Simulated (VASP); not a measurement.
# Cl (Cmce) in VASP: notebook

Runs on Cl. Level: PBE. Tasks: single point, relaxation of cell and atoms.

All numbers are computed with VASP 6.6.1; they aren't measurements. Logs are shortened: lines on timing, memory, paths and dates and some standing lists are left out, and cuts for length are marked.

## Step 1: The cell of the first run

The structure is orthorhombic, space group Cmce (No. 64). Conventional cell: a = 7.938 Å, b = 4.306 Å, c = 8.327 Å, α = 90.00°, β = 90.00°, γ = 90.00°. Cl (site symmetry m) has 1 Cl at 2.03 Å within 2.7 Å.

## Step 2: Single point, PBE

Input file INCAR:

```
SYSTEM = Cl
PREC = Accurate
ENCUT = 520
EDIFF = 1E-6
ISMEAR = 0
SIGMA = 0.02
LREAL = .False.
LASPH = .True.
NELM = 60
ALGO = Normal
ISIF = 2
LWAVE = .False.
LCHARG = .False.
GGA = PE
NBANDS = 22
```

Input file KPOINTS:

```
Automatic mesh
0
Gamma
  8 8 4
  0 0 0
```

Input file POSCAR:

```
Cl
1.0
    3.9689370731     -2.1529927876      0.0000000000
    3.9689370731      2.1529927876      0.0000000000
    0.0000000000      0.0000000000      8.3270292273
Cl
4
Direct
    0.8861796715      0.1138203285      0.1064557834
    0.6138203285      0.3861796715      0.6064557834
    0.1138203285      0.8861796715      0.8935442166
    0.3861796715      0.6138203285      0.3935442166
```

Potentials or basis: VASP PAW PBE potentials, release 64 (Cl).

Started as:

```bash
> cat potpaw_PBE.64/Cl/POTCAR > POTCAR
> mpirun -np 1 vasp_std > vasp.out
```

OUTCAR:

```text
SYSTEM = Cl
   PREC = Accurate
   ENCUT = 520
   EDIFF = 1E-6
   ISMEAR = 0
   LREAL = .False.
   LASPH = .True.
   NELM = 60
   ISIF = 2
   GGA = PE

 ion  position               nearest neighbor table
   1  0.886  0.114  0.106-   3 2.03
   2  0.614  0.386  0.606-   4 2.03
   3  0.114  0.886  0.894-   1 2.03
   4  0.386  0.614  0.394-   2 2.03

  LATTYP: Found a base centered orthorhombic cell.
 ALAT       =     4.3059855752
 B/A-ratio  =     1.8434511699
 C/A-ratio  =     1.9338265495

  Lattice vectors:

 A1 = (  -3.9689370731,  -2.1529927876,   0.0000000000)
 A2 = (   3.9689370731,  -2.1529927876,   0.0000000000)
 A3 = (   0.0000000000,   0.0000000000,   8.3270292273)

Analysis of symmetry for initial positions (statically):
=====================================================================
 Subroutine PRICEL returns:
 Original cell was already a primitive cell.

 Routine SETGRP: Setting up the symmetry group for a
 base centered orthorhombic supercell.

 Subroutine GETGRP returns: Found  8 space group operations
 (whereof  4 operations were pure point group operations)
 out of a pool of  8 trial point group operations.

The static configuration has the point symmetry C_2h.
 The point group associated with its full space group is D_2h.

Analysis of symmetry for dynamics (positions and initial velocities):
=====================================================================
 Subroutine PRICEL returns:
 Original cell was already a primitive cell.

 Routine SETGRP: Setting up the symmetry group for a
 base centered orthorhombic supercell.

 Subroutine GETGRP returns: Found  8 space group operations
 (whereof  4 operations were pure point group operations)
 out of a pool of  8 trial point group operations.

The dynamic configuration has the point symmetry C_2h.
 The point group associated with its full space group is D_2h.

 Subroutine INISYM returns: Found  8 space group operations
 (whereof  4 operations are pure point group operations),
 and found     1 'primitive' translations

----------------------------------------------------------------------------------------

                                     Primitive cell

  volume of cell :     142.3105

  direct lattice vectors                    reciprocal lattice vectors
     3.968937073 -2.152992788  0.000000000     0.125978314 -0.232234870  0.000000000
     3.968937073  2.152992788  0.000000000     0.125978314  0.232234870  0.000000000
     0.000000000  0.000000000  8.327029227     0.000000000  0.000000000  0.120090848

  length of vectors
     4.515289518  4.515289518  8.327029227     0.264203653  0.264203653  0.120090848

  position of ions in fractional coordinates (direct lattice)
     0.886179672  0.113820328  0.106455783
     0.613820328  0.386179672  0.606455783
     0.113820328  0.886179672  0.893544217
     0.386179672  0.613820328  0.393544217

  ion indices of the primitive-cell ions
   primitive index   ion index
                 1           1
                 2           2
                 3           3
                 4           4

----------------------------------------------------------------------------------------

 KPOINTS: Automatic mesh

Automatic generation of k-mesh.
 Grid dimensions read from file:
 generate k-points for:    8    8    4

 Generating k-lattice:

  Cartesian coordinates                     Fractional coordinates (reciprocal lattice)
     0.015747289 -0.029029359  0.000000000     0.125000000  0.000000000  0.000000000
     0.015747289  0.029029359  0.000000000     0.000000000  0.125000000  0.000000000
     0.000000000  0.000000000  0.030022712     0.000000000  0.000000000  0.250000000

  Length of vectors
     0.033025457  0.033025457  0.030022712

  Shift w.r.t. Gamma in fractional coordinates (k-lattice)
     0.000000000  0.000000000  0.000000000

 Subroutine IBZKPT returns following result:
 ===========================================

 Found     63 irreducible k-points:

 Following reciprocal coordinates:
            Coordinates               Weight
  0.000000  0.000000  0.000000      1.000000
  0.125000 -0.000000  0.000000      4.000000
  0.250000 -0.000000  0.000000      4.000000
  0.375000  0.000000  0.000000      4.000000
  0.500000 -0.000000  0.000000      2.000000
  0.125000  0.125000  0.000000      2.000000
[... 16 lines left out ...]
  0.125000 -0.000000  0.250000      8.000000
  0.250000 -0.000000  0.250000      8.000000
 [... further k-points ...]
   k-points           NKPTS =     63   k-points in BZ     NKDIM =     63   number of bands    NBANDS=     22
   number of dos      NEDOS =    301   number of ions     NIONS =      4
   total plane-waves  NPLWV =  82944
   dimension x,y,z NGX =    36 NGY =   36 NGZ =   64
   dimension x,y,z NGXF=    72 NGYF=   72 NGZF=  128
   ions per type =               4
   NGX,Y,Z   is equivalent  to a cutoff of  13.25, 13.25, 12.78 a.u.
   NGXF,Y,Z  is equivalent  to a cutoff of  26.51, 26.51, 25.55 a.u.
 SYSTEM =  Cl
   PREC   = accura    normal or accurate (medium, high low for compatibility)
   ISTART =      0    job   : 0-new  1-cont  2-samecut
   ICHARG =      2    charge: 1-file 2-atom 10-const
   ISPIN  =      1    spin polarized calculation?
   LNONCOLLINEAR =      F non collinear calculations
   LSORBIT =      F    spin-orbit coupling
   LASPH  =      T    aspherical Exc in radial PAW
   ENCUT  =  520.0 eV  38.22 Ry    6.18 a.u.   8.40  8.40 15.48*2*pi/ulx,y,z
   NELM   =     60;   NELMIN=  2; NELMDL= -5     # of ELM steps
   EDIFF  = 0.1E-05   stopping-criterion for ELM
   LREAL  =      F    real-space projection
   EDIFFG = 0.1E-04   stopping-criterion for IOM
   NSW    =      0    number of steps for IOM
   IBRION =     -1    ionic relax: 0-MD 1-quasi-New 2-CG
   NFREE  =      0    steps in history (QN), initial steepest desc. (CG)
   ISIF   =      2    stress and relaxation
   ISYM   =      2    0-nonsym 1-usesym 2-fastsym
   POTIM  = 0.5000    time-step for ionic-motion
   TEBEG  =    0.0;   TEEND  =   0.0 temperature during run
   PSTRESS=    0.0 pullay stress
   NELECT =      28.0000    total number of electrons
   NUPDOWN=      -1.0000    fix difference up-down
   EMIN   =  10.00;   EMAX   =-10.00  energy-range for DOS
   EFERMI =   0.00;   METHOD = LEGACY
   ISMEAR =     0;   SIGMA  =   0.02  broadening in eV -4-tet -1-fermi 0-gaus
   EFERMI_NEDOS =   21; number of points for ismear=-14 and -15
   IALGO  =     38    algorithm
   IMIX   =      4    mixing-type and parameters
     AMIX     =   0.40;   BMIX     =  1.00
     AMIX_MAG =   1.60;   BMIX_MAG =  1.00
  volume/ion in A,a.u.               =      35.58       240.09
  Fermi-wavevector in a.u.,A,eV,Ry     =   0.952172  1.799343 12.335460  0.906631
  Thomas-Fermi vector in A             =   2.080710
   LORBIT       =      0    0 simple, 1 ext, 2 COOP (PROOUT), +10 PAW based schemes
   GGA     = PE    functional components
   LHFCALC =     F    Hartree Fock is set to
   AEXX    =    0.0000 exact exchange contribution
   IVDW    =     0    specifies the selected vdW correction
   LEPSILON=     F    determine dielectric tensor
   LRPA    =     F    only Hartree local field effects (RPA)
 non-spin polarized calculation
 Gauss-broadening in eV      SIGMA  =   0.02
  energy-cutoff  :      520.00
  volume of cell :      142.31
 maximum number of plane-waves:      3856
 NGX is ok and might be reduce to    36
   NGX = 17   NGY = 17   NGZ = 31

 number of electron      28.0000000 magnetization

 Free energy of the ion-electron system (eV)
  ---------------------------------------------------
  ext. energy  EPLUGINS =         0.00000000
  ---------------------------------------------------
  free energy    TOTEN  =        -7.39605450 eV

  energy without entropy =       -7.39605450  energy(sigma->0) =       -7.39605450

 E-fermi :  -1.7290     XC(G=0):  -6.8037

 val. band max:       -1.8463872365   @ k =   0.0000   0.0000   0.0000
 cond. band min:       0.5080602878   @ k =   0.0000   0.0000   0.0000
 fundamental gap:      2.3544475243
 Fermi energy:        -1.7289917483

 k-point     1 :       0.0000    0.0000    0.0000
  band No.  band energies     occupation
      1     -18.3055      2.00000
      2     -18.0782      2.00000
      3     -14.5206      2.00000
      4     -13.8957      2.00000
      5      -7.1959      2.00000
      6      -6.2202      2.00000
[... 14 lines left out ...]
     21       8.6234      0.00000
     22       8.8988      0.00000

 k-point     2 :       0.1250   -0.0000    0.0000
  band No.  band energies     occupation
      1     -18.2874      2.00000
      2     -18.0766      2.00000
      3     -14.4999      2.00000
      4     -13.9245      2.00000
      5      -7.1853      2.00000
      6      -6.2780      2.00000
[... 14 lines left out ...]
     21       8.4360      0.00000
     22       8.6616      0.00000

 k-point     3 :       0.2500   -0.0000    0.0000
  band No.  band energies     occupation
      1     -18.2393      2.00000
      2     -18.0765      2.00000
      3     -14.4408      2.00000
      4     -14.0038      2.00000
      5      -7.1472      2.00000
      6      -6.4460      2.00000
[... 14 lines left out ...]
     21       8.1379      0.00000
     22       8.6137      0.00000

 k-point     4 :       0.3750    0.0000    0.0000
  band No.  band energies     occupation
      1     -18.1780      2.00000
      2     -18.0891      2.00000
      3     -14.3500      2.00000
      4     -14.1154      2.00000
      5      -7.0616      2.00000
      6      -6.6816      2.00000
[... 14 lines left out ...]
     21       8.4709      0.00000
     22       8.9780      0.00000

 k-point     5 :       0.5000   -0.0000    0.0000
  band No.  band energies     occupation
      1     -18.1234      2.00000
      2     -18.1234      2.00000
      3     -14.2371      2.00000
      4     -14.2371      2.00000
      5      -6.9050      2.00000
      6      -6.9050      2.00000
[... 14 lines left out ...]
     21       8.7617      0.00000
     22       8.7617      0.00000

 k-point     6 :       0.1250    0.1250    0.0000
  band No.  band energies     occupation
      1     -18.2997      2.00000
      2     -18.0741      2.00000
      3     -14.5144      2.00000
      4     -13.8952      2.00000
      5      -7.1879      2.00000
      6      -6.2243      2.00000
[... 14 lines left out ...]
     21       8.3402      0.00000
     22       8.5502      0.00000

 k-point     7 :       0.2500    0.1250    0.0000
  band No.  band energies     occupation
      1     -18.2773      2.00000
      2     -18.0698      2.00000
      3     -14.4891      2.00000
      4     -13.9241      2.00000
      5      -7.1703      2.00000
      6      -6.2867      2.00000
[... 324 lines left out ...]
      6      -6.4822      2.00000
[... 14 lines left out ...]
     21       8.0770      0.00000
     22       8.1792      0.00000

 k-point    21 :       0.5000    0.5000    0.0000
  band No.  band energies     occupation
      1     -18.2658      2.00000
      2     -18.0506      2.00000
      3     -14.4783      2.00000
      4     -13.8923      2.00000
      5      -7.1351      2.00000
      6      -6.2482      2.00000
[... 14 lines left out ...]
     21       7.8576      0.00000
     22       8.5014      0.00000

 k-point    22 :       0.0000    0.0000    0.2500
  band No.  band energies     occupation
      1     -18.2751      2.00000
      2     -18.1148      2.00000
      3     -14.4304      2.00000
      4     -13.9896      2.00000
      5      -7.0688      2.00000
      6      -6.3911      2.00000
[... 14 lines left out ...]
     21       8.8373      0.00000
     22       8.9052      0.00000

 k-point    23 :       0.1250   -0.0000    0.2500
  band No.  band energies     occupation
      1     -18.2590      2.00000
      2     -18.1103      2.00000
      3     -14.4168      2.00000
      4     -14.0107      2.00000
      5      -7.0648      2.00000
      6      -6.4304      2.00000
[... 14 lines left out ...]
     21       8.3928      0.00000
     22       8.7979      0.00000

 k-point    24 :       0.2500   -0.0000    0.2500
  band No.  band energies     occupation
      1     -18.2170      2.00000
      2     -18.1020      2.00000
      3     -14.3776      2.00000
      4     -14.0690      2.00000
      5      -7.0427      2.00000
      6      -6.5394      2.00000
[... 14 lines left out ...]
     21       8.2545      0.00000
     22       8.5729      0.00000

 [... further k-points ...]

------------------------ aborting loop because EDIFF is reached ----------------------------------------

  FORCE on cell =-STRESS in cart. coord.  units (eV):
  Direction    XX          YY          ZZ          XY          YZ          ZX
  --------------------------------------------------------------------------------------
  -------------------------------------------------------------------------------------
  Total       -0.0453056     -0.1888681     -0.5474878      0.0000000      0.0000000      0.0000000
  in kB       -0.5100656     -2.1263382     -6.1637942      0.0000000      0.0000000      0.0000000
  external PRESSURE =      -2.9333993 kB  Pullay stress =       0.0000000 kB

 VOLUME and BASIS-vectors are now :
 -----------------------------------------------------------------------------
  energy-cutoff  :      520.00
  volume of cell :      142.31
      direct lattice vectors                 reciprocal lattice vectors
     3.968937073 -2.152992788  0.000000000     0.125978314 -0.232234870  0.000000000
     3.968937073  2.152992788  0.000000000     0.125978314  0.232234870  0.000000000
     0.000000000  0.000000000  8.327029227     0.000000000  0.000000000  0.120090848

 POSITION                                       TOTAL-FORCE (eV/Angst)
 -----------------------------------------------------------------------------------
      3.96894     -1.66288      0.88646         0.000000     -0.083955     -0.156359
      3.96894     -0.49011      5.04998         0.000000      0.083955     -0.156359
      3.96894      1.66288      7.44057         0.000000      0.083955      0.156359
      3.96894      0.49011      3.27705         0.000000     -0.083955      0.156359
 -----------------------------------------------------------------------------------
    total drift:                               -0.000000     -0.000000     -0.000000

  FREE ENERGIE OF THE ION-ELECTRON SYSTEM (eV)
  ---------------------------------------------------
  free  energy   TOTEN  =        -7.3960545002 eV

  energy  without entropy=       -7.3960545002  energy(sigma->0) =       -7.39605450
```

It took 54 s on 1 thread of Intel Xeon 6975P-C (Granite Rapids), shared host; peak memory 0.33 GiB.

Results:

- Free energy: -7.3961 eV
- Pressure: -0.3 GPa
- Largest force: 0.177 eV/Å
- Band gap on the k mesh: 2.35 eV

Forces on the atoms (eV/Å):
```
Cl   0.000 -0.084 -0.156
Cl   0.000  0.084 -0.156
Cl   0.000  0.084  0.156
Cl   0.000 -0.084  0.156
```

Caveat: this functional lacks dispersion, which holds the molecules together, so the pressure and a relaxed volume are unreliable. A k mesh can miss the band edges.

(Part 1 of 2 ends here.)
